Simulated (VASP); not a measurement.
Set up this calculation in VASP 6.6.1, as the native input.

```yaml
Task: single point
Functional: PBE
Potentials_or_basis: VASP PAW PBE potentials, release 64 (Te, P)
Cutoff: 520 eV
k_mesh: 6 × 6 × 4
Occupations: gaussian, width 0.1 eV
Spin: no spin polarisation
Dipole_correction: no
Further_INCAR_settings: ALGO = Normal; EDIFF = 1e-06; NBANDS = 16
```

The structure of Te2P lies in POSCAR:

```
Te2P
1.0
    5.2282493014      0.0000000000      0.0000000000
   -2.6141246507      4.5277967123      0.0000000000
    0.0000000000      0.0000000000      3.1620388002
Te P
2 1
Direct
    0.3333333333      0.6666666667      0.5000000000
    0.6666666667      0.3333333333      0.5000000000
    0.0000000000      0.0000000000      0.0000000000
```

The input as run:

INCAR

```
ALGO = Normal ; EDIFF = 1E-6
ENCUT = 520 ; GGA = PE
ISIF = 2 ; ISMEAR = 0
LASPH = T ; LCHARG = F
LREAL = F ; LWAVE = F
NBANDS = 16 ; NELM = 80
PREC = Accurate ; SIGMA = 0.1
```

KPOINTS

```
k-points
0
Gamma
  6 6 4
```

Potentials or basis: VASP PAW PBE potentials, release 64 (Te, P).

The run is started by

```console
$ cat potpaw_PBE.64/Te/POTCAR potpaw_PBE.64/P/POTCAR > POTCAR
$ mpirun -np 1 vasp_std > vasp.out
```

Results of the run:

```json
{
  "Pressure": "0.2 GPa"
}
```

Caveat: the k points lie up to 0.50 Å⁻¹ apart.

Run time: 25 s on 1 thread of Intel Xeon 6975P-C (shared host), peak memory 0.19 GiB.
